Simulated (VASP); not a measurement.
Runs of VASP 6.6.1 on NbTe. It takes space group P-6m2 (No. 187, hexagonal). Conventional cell: a = 3.703 Å, b = 3.703 Å, c = 3.694 Å, α = 90.00°, β = 90.00°, γ = 120.00°. Te (site symmetry -6m2) has 6 Nb at 2.83 Å and 8 Te at 3.69 to 3.70 Å within 3.8 Å. Nb (site symmetry -6m2) has 6 Te at 2.83 Å and 8 Nb at 3.69 to 3.70 Å within 3.8 Å. 

```tsv
level	spin	k mesh	smearing	grid for exact exchange (PRECFOCK)	share of exact exchange	gap on the mesh (eV)	pressure (GPa)
PBEsol	off	6 × 6 × 6	fermi-dirac 0.05 eV	-	-	none	-5.2
PBE	off	8 × 8 × 7	gaussian 0.029 eV	-	-	none	(a)
PBE0	off	6 × 6 × 4	fermi-dirac 0.05 eV	Normal	0.25	none	-5.9
PBEsol	non-collinear, zero start, SOC	8 × 8 × 7	fermi-dirac 0.05 eV	-	-	-	-5.3
```

Alike in all rows: potentials or basis VASP PAW PBE potentials, release 64 (Te, Nb_sv); cell as given; cutoff (eV) 520.

Q: Estimate the missing entries.

A: (a) -0.8.

Caveats: some runs use coarse meshes; the PAW data sets were made with another functional, which shifts forces and pressure a little (at least some runs); spin-orbit coupling is left out, which moves the levels of the heavy elements (at least some runs); the cell stands under tension (at least some runs).

A k mesh can miss the band edges, and rows without SOC leave out spin-orbit coupling on Nb, Te.

A gap of «none» marks levels without a gap at the run's occupations.
